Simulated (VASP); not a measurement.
# Mn: relaxation of cell and atoms with PBEsol

Crystal: Mn.

```xyz
2
Lattice="2.4504 0.0000 0.0000 -1.2252 2.1221 0.0000 0.0000 0.0000 3.9690" Properties=species:S:1:pos:R:3 pbc="T T T"
Mn    1.2252    0.7074    2.9767
Mn    0.0000    1.4147    0.9922
```

This isn't the form of Mn at room conditions, which is a 58-atom cubic cell.

```json
{
  "Program": "VASP 6.6.1",
  "Task": "relaxation of cell and atoms",
  "Functional": "PBEsol",
  "Potentials or basis": "VASP PAW PBE potentials, release 64 (Mn_pv)",
  "Cutoff": "500 eV",
  "k mesh": "27 × 27 × 14",
  "Occupations": "gaussian, width 0.1 eV",
  "Spin": "no spin polarisation",
  "Dipole correction": "no",
  "Further INCAR settings": "ALGO = Normal; EDIFF = 1e-07; IBRION = 2; EDIFFG = -0.01; NSW = 100; ISIF = 3"
}
```

```json
{
 "Relaxed volume": "10.31 Å³/atom",
 "Relaxed cell": "a = 2.451 Å, b = 2.451 Å, c = 3.963 Å, α = 90.00°, β = 90.00°, γ = 120.00°",
 "Space group after relaxing (to 0.1 Å)": "P6_3/mmc (No. 194)",
 "Energy gained by relaxing": "0.0 meV/atom",
 "Ionic steps": "5",
 "Pressure after relaxing": "0.0 GPa",
 "Band gap on the k mesh": "zero (bands 13 and 14 overlap by 2.37 eV)"
}
```

Final structure:
```yaml
crystal:
  lattice:
    - [2.45126, 0.00000, 0.00000]
    - [-1.22563, 2.12285, 0.00000]
    - [0.00000, 0.00000, 3.96348]
  atoms:
    - { symbol: Mn, position: [0.66667, 0.33333, 0.75000] }
    - { symbol: Mn, position: [0.33333, 0.66667, 0.25000] }
```

Levels at points of the mesh, in eV from the Fermi level:
```tsv
k point	band 10	band 11	band 12	band 13	band 14	band 15	band 16	band 17
(0.00, 0.00, 0.00)	-1.00	-1.00	-0.50	-0.50	0.05	0.05	0.81	1.72
(0.00, 0.00, 0.50)	-1.61	-1.09	-1.09	-1.09	-1.09	1.27	1.27	1.27
```

Wall time 11 min on 1 thread of Oxide Virtual Turin-like Processor (shared host), peak memory 0.23 GiB.

Caveat: the PAW data sets were made with another functional, which shifts forces and pressure a little; the run has no spin polarisation, though such a crystal can be magnetic. Spin polarisation is off, so any magnetic state and its effect on volume and gap are missing.
